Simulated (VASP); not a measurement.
# KF (P6_3/mmc) in VASP: further runs, part 2 of 2

VASP 6.6.1. The steps go on from the part before.

### 4 Single point, LDA

Input file INCAR:

```
SYSTEM = KF
PREC = Accurate
ENCUT = 520
EDIFF = 1E-6
ISMEAR = 0
SIGMA = 0.01
LREAL = .FALSE.
LASPH = .TRUE.
NELM = 60
ALGO = Normal
ISIF = 2
LWAVE = .FALSE.
LCHARG = .FALSE.
GGA = CA
NBANDS = 24
```

Input file KPOINTS:

```
regular mesh
0
G
  6 6 2
  0 0 0
```

Input file POSCAR:

```
KF
1.0
    3.6599347855      0.0000000000      0.0000000000
   -1.8299673927      3.1695965005      0.0000000000
    0.0000000000      0.0000000000      6.4788134942
K F
2 2
Direct
    0.0000000000      0.0000000000      0.0000000000
    0.0000000000      0.0000000000      0.5000000000
    0.3333333333      0.6666666667      0.2500000000
    0.6666666667      0.3333333333      0.7500000000
```

Potentials or basis: VASP PAW LDA potentials, release 64 (K_sv, F).

The run is started by

```sh
cat potpaw_LDA.64/K_sv/POTCAR potpaw_LDA.64/F/POTCAR > POTCAR
mpirun -np 1 vasp_std > vasp.out
```

OUTCAR:

```text
SYSTEM = KF
   PREC = Accurate
   ENCUT = 520
   EDIFF = 1E-6
   ISMEAR = 0
   LREAL = .FALSE.
   LASPH = .TRUE.
   NELM = 60
   ISIF = 2
   GGA = CA

 ion  position               nearest neighbor table
   1  0.000  0.000  0.000-   3 2.66   4 2.66   4 2.66   3 2.66   4 2.66   3 2.66   2 3.24   2 3.24

   2  0.000  0.000  0.500-   3 2.66   4 2.66   4 2.66   3 2.66   4 2.66   3 2.66   1 3.24   1 3.24

   3  0.333  0.667  0.250-   1 2.66   2 2.66   1 2.66   2 2.66   1 2.66   2 2.66
   4  0.667  0.333  0.750-   1 2.66   2 2.66   1 2.66   2 2.66   1 2.66   2 2.66

  LATTYP: Found a hexagonal cell.
 ALAT       =     3.6599347855
 C/A-ratio  =     1.7701991631

  Lattice vectors:

 A1 = (   3.6599347855,   0.0000000000,   0.0000000000)
 A2 = (  -1.8299673927,   3.1695965005,   0.0000000000)
 A3 = (   0.0000000000,   0.0000000000,   6.4788134942)

Analysis of symmetry for initial positions (statically):
=====================================================================
 Subroutine PRICEL returns:
 Original cell was already a primitive cell.

 Routine SETGRP: Setting up the symmetry group for a
 hexagonal supercell.

 Subroutine GETGRP returns: Found 24 space group operations
 (whereof 12 operations were pure point group operations)
 out of a pool of 24 trial point group operations.

The static configuration has the point symmetry D_3d.
 The point group associated with its full space group is D_6h.

Analysis of symmetry for dynamics (positions and initial velocities):
=====================================================================
 Subroutine PRICEL returns:
 Original cell was already a primitive cell.

 Routine SETGRP: Setting up the symmetry group for a
 hexagonal supercell.

 Subroutine GETGRP returns: Found 24 space group operations
 (whereof 12 operations were pure point group operations)
 out of a pool of 24 trial point group operations.

The dynamic configuration has the point symmetry D_3d.
 The point group associated with its full space group is D_6h.

 Subroutine INISYM returns: Found 24 space group operations
 (whereof 12 operations are pure point group operations),
 and found     1 'primitive' translations
[... 110 lines left out ...]
  Fermi-wavevector in a.u.,A,eV,Ry     =   1.231593  2.327373 20.637608  1.516821
  Thomas-Fermi vector in A             =   2.366396
   LORBIT       =      0    0 simple, 1 ext, 2 COOP (PROOUT), +10 PAW based schemes
   GGA     = CA    functional components
   LHFCALC =     F    Hartree Fock is set to
   AEXX    =    0.0000 exact exchange contribution
   IVDW    =     0    specifies the selected vdW correction
   LEPSILON=     F    determine dielectric tensor
   LRPA    =     F    only Hartree local field effects (RPA)
 non-spin polarized calculation
 Gauss-broadening in eV      SIGMA  =   0.01
  energy-cutoff  :      520.00
  volume of cell :       75.16
 maximum number of plane-waves:      2040
 NGX is ok and might be reduce to    28
   NGX = 13   NGY = 13   NGZ = 25

 number of electron      32.0000001 magnetization

 Free energy of the ion-electron system (eV)
  ---------------------------------------------------
  ext. energy  EPLUGINS =         0.00000000
  ---------------------------------------------------
  free energy    TOTEN  =       -17.93685703 eV

  energy without entropy =      -17.93685703  energy(sigma->0) =      -17.93685703

 E-fermi :  -3.0599     XC(G=0):  -9.1863

 val. band max:       -3.1329204292   @ k =   0.0000   0.0000   0.0000
 cond. band min:       2.6892516843   @ k =   0.0000   0.0000   0.0000
 fundamental gap:      5.8221721134
 Fermi energy:        -3.0598752453

 k-point     1 :       0.0000    0.0000    0.0000
  band No.  band energies     occupation
      1     -28.9532      2.00000
      2     -28.7974      2.00000
      3     -21.5231      2.00000
      4     -21.3946      2.00000
      5     -12.8756      2.00000
      6     -12.4098      2.00000
[... 367 lines left out ...]
     23       8.5218      0.00000
     24       8.5218      0.00000

------------------------ aborting loop because EDIFF is reached ----------------------------------------

  FORCE on cell =-STRESS in cart. coord.  units (eV):
  Direction    XX          YY          ZZ          XY          YZ          ZX
  --------------------------------------------------------------------------------------
  -------------------------------------------------------------------------------------
  Total       -1.3120379     -1.3120379     -1.5567359     -0.0000000      0.0000000      0.0000000
  in kB      -27.9694641    -27.9694641    -33.1858331     -0.0000000      0.0000000      0.0000000
  external PRESSURE =     -29.7082537 kB  Pullay stress =       0.0000000 kB

 VOLUME and BASIS-vectors are now :
 -----------------------------------------------------------------------------
  energy-cutoff  :      520.00
  volume of cell :       75.16
      direct lattice vectors                 reciprocal lattice vectors
     3.659934785  0.000000000  0.000000000     0.273228912  0.157748786  0.000000000
    -1.829967393  3.169596500  0.000000000     0.000000000  0.315497572  0.000000000
     0.000000000  0.000000000  6.478813494     0.000000000  0.000000000  0.154349249

 POSITION                                       TOTAL-FORCE (eV/Angst)
 -----------------------------------------------------------------------------------
      0.00000      0.00000      0.00000        -0.000000      0.000000     -0.000000
      0.00000      0.00000      3.23941        -0.000000      0.000000     -0.000000
     -0.00000      2.11306      1.61970        -0.000000      0.000000     -0.000000
      1.82997      1.05653      4.85911         0.000000      0.000000      0.000000
 -----------------------------------------------------------------------------------
    total drift:                                0.000000     -0.000000      0.000000

  FREE ENERGIE OF THE ION-ELECTRON SYSTEM (eV)
  ---------------------------------------------------
  free  energy   TOTEN  =       -17.9368570344 eV

  energy  without entropy=      -17.9368570344  energy(sigma->0) =      -17.93685703
```

OSZICAR:

```text
N       E                     dE             d eps       ncg     rms          rms(c)
DAV:   1     0.271572370924E+03    0.27157E+03   -0.16179E+04   672   0.129E+03
DAV:   2    -0.446872030577E+01   -0.27604E+03   -0.26072E+03   872   0.379E+02
DAV:   3    -0.192110207675E+02   -0.14742E+02   -0.14653E+02   888   0.779E+01
DAV:   4    -0.203404407112E+02   -0.11294E+01   -0.11287E+01  1112   0.151E+01
DAV:   5    -0.203495300737E+02   -0.90894E-02   -0.90892E-02   864   0.164E+00    0.863E+00
DAV:   6    -0.180714665818E+02    0.22781E+01   -0.83319E+00   784   0.181E+01    0.575E+00
DAV:   7    -0.179962485073E+02    0.75218E-01   -0.47030E-01   920   0.368E+00    0.380E+00
DAV:   8    -0.179387472233E+02    0.57501E-01   -0.15278E-01   808   0.307E+00    0.522E-01
DAV:   9    -0.179363877473E+02    0.23595E-02   -0.22190E-02   912   0.874E-01    0.151E-01
DAV:  10    -0.179369040083E+02   -0.51626E-03   -0.34466E-03   880   0.361E-01    0.627E-02
DAV:  11    -0.179368806176E+02    0.23391E-04   -0.66661E-04   888   0.161E-01    0.388E-02
DAV:  12    -0.179368565712E+02    0.24046E-04   -0.11346E-04   784   0.613E-02    0.576E-03
DAV:  13    -0.179368570344E+02   -0.46318E-06   -0.27853E-06   800   0.123E-02
   1 F= -.17936857E+02 E0= -.17936857E+02  d E =-.105406E-26
```

Run time: 29 s. Hardware: 1 thread of AMD EPYC 7R13 (Zen 3), shared host; peak memory 0.13 GiB.

Results:

* Free energy: -17.9369 eV
* Pressure: -3.0 GPa
* Band gap on the k mesh: 5.82 eV, direct

Stress tensor (GPa, compression positive):
```
-2.80  0.00  0.00
 0.00 -2.80  0.00
 0.00  0.00 -3.32
```

Levels at points of the mesh, in eV from the valence-band top:
```
           k point  band 12  band 13  band 14  band 15  band 16  band 17  band 18  band 19  band 20  band 21
(0.00, 0.00, 0.00)    -0.31    -0.31    -0.08     0.00     0.00     5.82     8.83     9.11    10.01    10.90
(0.50, 0.00, 0.00)    -0.54    -0.37    -0.26    -0.14    -0.06     7.94     9.53     9.61     9.95    10.28
(0.00, 0.00, 0.50)    -0.53    -0.16    -0.16    -0.16    -0.16     7.17     7.17     9.93     9.93    11.29
(0.50, 0.00, 0.50)    -0.57    -0.32    -0.32    -0.21    -0.21     8.59     8.59    10.28    10.28    11.51
```

Caveat: the k points lie up to 0.48 Å⁻¹ apart. LDA gaps usually lie below the measured ones, often by a third to a half.

### 5 Single point, PBE

Input file INCAR:

```
ALGO     = Normal         # electronic algorithm
EDIFF    = 1E-6           # SCF threshold, eV
ENCUT    = 520            # plane-wave cutoff, eV
GGA      = PE             # functional
ISIF     = 2              # what is computed and relaxed
ISMEAR   = 0              # smearing method
LASPH    = T              # aspherical terms in the spheres
LCHARG   = F              # write CHGCAR
LREAL    = F              # projectors in reciprocal space
LWAVE    = F              # write WAVECAR
NBANDS   = 24             # bands
NELM     = 80             # most SCF steps
PREC     = Accurate       # precision mode
SIGMA    = 0.01           # smearing width, eV
```

Input file KPOINTS:

```
k-points
0
Gamma
  6 6 4
```

POSCAR is that of step 4.

Potentials or basis: VASP PAW PBE potentials, release 64 (K_sv, F).

The run is started by

```sh
cat potpaw_PBE.64/K_sv/POTCAR potpaw_PBE.64/F/POTCAR > POTCAR
mpirun -np 1 vasp_std > vasp.out
```

It took 48 s on 1 thread of AMD EPYC 7R13 (Zen 3), shared host; peak memory 0.16 GiB.

It converged, with:

```yaml
Free_energy: -16.4019 eV
Pressure: 2.1 GPa
Band_gap_on_the_k_mesh: 6.19 eV, direct
```

Stress tensor (GPa, compression positive):
```
1.98 0.00 0.00
0.00 1.98 0.00
0.00 0.00 2.24
```

Levels at points of the mesh, in eV from the valence-band top:
```
           k point  band 13  band 14  band 15  band 16  band 17  band 18  band 19  band 20
(0.00, 0.00, 0.00)    -0.29    -0.08     0.00     0.00     6.19     9.06     9.42    10.37
(0.50, 0.00, 0.00)    -0.36    -0.25    -0.14    -0.06     8.23     9.78     9.86    10.32
(0.00, 0.00, 0.50)    -0.15    -0.15    -0.15    -0.15     7.51     7.51    10.17    10.17
(0.50, 0.00, 0.50)    -0.31    -0.31    -0.20    -0.20     8.86     8.86    10.55    10.55
```

### 6 Single point, r2SCAN

POSCAR is that of step 5.

Input file INCAR.step1:

```
PREC = Accurate
ENCUT = 520
ISMEAR = 0
SIGMA = 0.01
LREAL = False
LASPH = True
NELM = 60
NBANDS = 24
GGA = PE
ALGO = Normal
EDIFF = 1E-4
LWAVE = True
LCHARG = False
```

Input file INCAR.step2:

```
PREC = Accurate
ENCUT = 520
EDIFF = 1E-6
ISMEAR = 0
SIGMA = 0.01
LREAL = False
LASPH = True
NELM = 60
ALGO = Normal
ISIF = 2
LWAVE = False
LCHARG = True
METAGGA = R2SCAN
LMIXTAU = True
LELF = True
LVHAR = True
NBANDS = 24
ISTART = 1
```

Input file KPOINTS:

```
Automatic mesh
0
Gamma
  6 6 2
```

Potentials or basis: VASP PAW PBE potentials, release 64 (K_sv, F).

The run is started by

```sh
cat potpaw_PBE.64/K_sv/POTCAR potpaw_PBE.64/F/POTCAR > POTCAR
cp INCAR.step1 INCAR
mpirun -np 1 vasp_std > vasp.out
cp INCAR.step2 INCAR
mpirun -np 1 vasp_std > vasp.out
```

Wall time 2.2 min (1 thread of AMD EPYC 7R13 (Zen 3), shared host); peak memory 0.17 GiB.

The run converged. Its results:

| Item | Value |
| --- | --- |
| Free energy | -29.7966 eV |
| Pressure | 0.0 GPa |
| Band gap on the k mesh | 6.87 eV, direct |

Levels at points of the mesh, in eV from the valence-band top:
```tsv
k point	band 13	band 14	band 15	band 16	band 17	band 18	band 19	band 20
(0.00, 0.00, 0.00)	-0.28	-0.08	0.00	0.00	6.87	9.79	10.12	11.01
(0.50, 0.00, 0.00)	-0.34	-0.25	-0.13	-0.05	8.80	10.46	10.72	10.94
(0.00, 0.00, 0.50)	-0.14	-0.14	-0.14	-0.14	8.17	8.17	10.91	10.91
(0.50, 0.00, 0.50)	-0.29	-0.29	-0.20	-0.20	9.46	9.46	11.35	11.35
```

Caveat: the k points lie up to 0.48 Å⁻¹ apart; the PAW data sets were made with another functional, which shifts forces and pressure a little. r2SCAN opens gaps a little over a GGA but as a rule still falls short of measured ones.

### 7 The runs side by side

| level | potentials or basis | k mesh | gap on the mesh (eV) | pressure (GPa) |
| --- | --- | --- | --- | --- |
| PBE | VASP PAW PBE potentials, release 64 (K_sv, F) | 6 × 6 × 2 | 6.19 | 2.0 |
| LDA | VASP PAW LDA potentials, release 64 (K_sv, F) | 6 × 6 × 2 | 5.82 | -3.0 |
| PBE | VASP PAW PBE potentials, release 64 (K_sv, F) | 6 × 6 × 4 | 6.19 | 2.1 |
| r2SCAN | VASP PAW PBE potentials, release 64 (K_sv, F) | 6 × 6 × 2 | 6.87 | 0.0 |

Alike in all rows: task single point; no spin polarisation; cell as given; cutoff (eV) 520; smearing gaussian 0.01 eV.

Caveats: some runs use coarse meshes; the PAW data sets were made with another functional, which shifts forces and pressure a little (some runs).

Absolute energies hang on the potentials; compare differences alone.
